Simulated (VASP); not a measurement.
Here is a VASP 6.6.1 calculation.

Contents of INCAR:

```
SYSTEM = Ge3Pd
PREC = Accurate
ENCUT = 520
EDIFF = 1E-6
ISMEAR = -1
SIGMA = 0.05
LREAL = .FALSE.
LASPH = .TRUE.
NELM = 150
ALGO = Normal
ISIF = 2
LWAVE = .FALSE.
LCHARG = .TRUE.
LMAXMIX = 4
LDAU = .TRUE.
LDAUTYPE = 2
LDAUL = 2 -1
LDAUU = 6 0
LDAUJ = 0 0
LDAUPRINT = 1
GGA = PS
LELF = .TRUE.
LVHAR = .TRUE.
NBANDS = 34
```

The input KPOINTS:

```
regular mesh
0
G
  7 7 7
  0 0 0
```

File POSCAR:

```
Ge3Pd
1.0
    4.1420230000      0.0000000000      0.0000000000
    0.0000000000      4.1420230000      0.0000000000
    0.0000000000      0.0000000000      4.1420230000
Pd Ge
1 3
Direct
    0.0000000000      0.0000000000      0.0000000000
    0.5000000000      0.5000000000      0.0000000000
    0.5000000000      0.0000000000      0.5000000000
    0.0000000000      0.5000000000      0.5000000000
```

Potentials or basis: VASP PAW PBE potentials, release 64 (Pd, Ge_d).

Launch:

```sh
$ cat potpaw_PBE.64/Pd/POTCAR potpaw_PBE.64/Ge_d/POTCAR > POTCAR
$ mpirun -np 1 vasp_std > vasp.out
```

(1) Estimate the pressure.

(2) What does it give for the band gap on the k mesh?

Answers

(1) -7.0 GPa.

(2) zero (band 26 reaches 7.31 eV, above the bottom of band 27 at 4.91 eV).

Caveat: the PAW data sets were made with another functional, which shifts forces and pressure a little; U without spin polarisation on a metal has little footing; the U is typed as a test and isn't derived for this compound.
